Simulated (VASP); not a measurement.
Input of a VASP 6.6.1 run:

The input POSCAR:

```
BiTe
1.0
    2.4545891627      1.4171577139      3.3609455389
   -2.4545891627      1.4171577139      3.3609455389
    0.0000000000     -2.8343154277      3.3609455389
Bi Te
1 1
Direct
    0.5000000000      0.5000000000      0.5000000000
    0.0000000000      0.0000000000      0.0000000000
```

File INCAR.step1:

```
PREC     = Accurate       # precision mode
ENCUT    = 520            # plane-wave cutoff, eV
EDIFF    = 1E-5           # SCF threshold, eV
ISMEAR   = -1             # smearing method
SIGMA    = 0.05           # smearing width, eV
LREAL    = F              # projectors in reciprocal space
LASPH    = T              # aspherical terms in the spheres
NELM     = 60             # most SCF steps
ALGO     = Normal         # electronic algorithm
ISIF     = 2              # what is computed and relaxed
LWAVE    = T              # write WAVECAR
NBANDS   = 18             # bands
GGA      = PE             # functional
```

The input INCAR.step2:

```
PREC     = Accurate       # precision mode
ENCUT    = 520            # plane-wave cutoff, eV
EDIFF    = 1E-6           # SCF threshold, eV
ISMEAR   = -1             # smearing method
SIGMA    = 0.05           # smearing width, eV
LREAL    = F              # projectors in reciprocal space
LASPH    = T              # aspherical terms in the spheres
NELM     = 60             # most SCF steps
ALGO     = Normal         # electronic algorithm
ISIF     = 2              # what is computed and relaxed
LWAVE    = F              # write WAVECAR
LCHARG   = T              # write CHGCAR
GGA      = PE             # functional
LHFCALC  = T              # exact exchange
HFSCREEN = 0.2079         # screening, 1/A
PRECFOCK = Normal       
LELF     = T              # ELF
LVHAR    = T            
NBANDS   = 18             # bands
ISTART   = 1
```

File KPOINTS:

```
regular mesh
0
Gamma
  4 4 4
```

Potentials or basis: VASP PAW PBE potentials, release 64 (Bi_d, Te).

Command:

```bash
$ cat potpaw_PBE.64/Bi_d/POTCAR potpaw_PBE.64/Te/POTCAR > POTCAR
$ cp INCAR.step1 INCAR
$ mpirun -np 1 vasp_std > vasp.out
$ cp INCAR.step2 INCAR
$ mpirun -np 1 vasp_std > vasp.out
```

Q: What does it give for the pressure?

A: -3.7 GPa.

Q: Estimate the band gap on the k mesh.

A: Zero (an odd number of electrons rules out a gap without spin polarisation).

Stress tensor (GPa, compression positive):
```
-4.07  0.00  0.00
 0.00 -4.07  0.00
 0.00  0.00 -2.98
```

Caveat: the k points lie up to 0.40 Å⁻¹ apart, too coarse for converged energies and pressures of a metal; the PAW data sets were made with another functional, which shifts forces and pressure a little; spin-orbit coupling is left out, which moves the levels of the heavy elements.
